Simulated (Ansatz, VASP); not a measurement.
## One calculation of Zn7S8, two programs

```xyz
15
Lattice="0.0000 0.0000 6.3046 -3.8441 -6.6581 0.0000 7.6881 0.0000 0.0000" Properties=species:S:1:pos:R:3 pbc="T T T"
Zn    1.9220   -1.1342   -0.0056
Zn    3.8228   -4.4265   -0.0056
Zn    0.0212   -4.4265   -0.0056
Zn   -0.0589   -2.1854    3.1901
Zn    3.9030   -2.1854    3.1901
Zn   -1.9220   -5.5484    3.1378
Zn    1.9220   -5.6165    3.1901
S     5.7661   -1.1097    2.2925
S     1.9220   -1.1193    2.3668
S     3.8357   -4.4339    2.3668
S     0.0084   -4.4339    2.3668
S     0.0179   -2.2297    5.5105
S     3.8262   -2.2297    5.5105
S    -1.9220   -5.5484    5.5152
S     1.9220   -5.5277    5.5105
```

Change from the starting cell: Zn vacancy (site b), charge +0, atoms relaxed at the host's cell, started again with a moment of 0 muB.

Alike in both runs: functional PBE; k mesh 2 × 2 × 2; occupations gaussian, width 0.01 eV; no spin polarisation.

Ansatz relaxed the structure, and its values are those at the end. VASP's run is a single point on that final structure, the one shown.

|  | VASP | Ansatz |
| --- | --- | --- |
| version | VASP 6.6.1 | Ansatz 0.2.0 |
| potentials or method | VASP PAW PBE potentials, release 64 (Zn, S), cutoff 520 eV | scalar-relativistic, plane waves, PAW |
| valence electrons in the cell | 132 | 132 |

Ansatz gave:

```
gap on the k mesh at the Fermi level (eV) : none
rms of the force components (eV/Å)        : 0.005
```

Q: Estimate VASP's values.

A: gap on the k mesh at the Fermi level (eV): none; rms of the force components (eV/Å): 0.007.

A gap of «none» marks a metal or a gap that the smearing closes.

The k mesh is coarse, so the values compare programs but aren't converged.
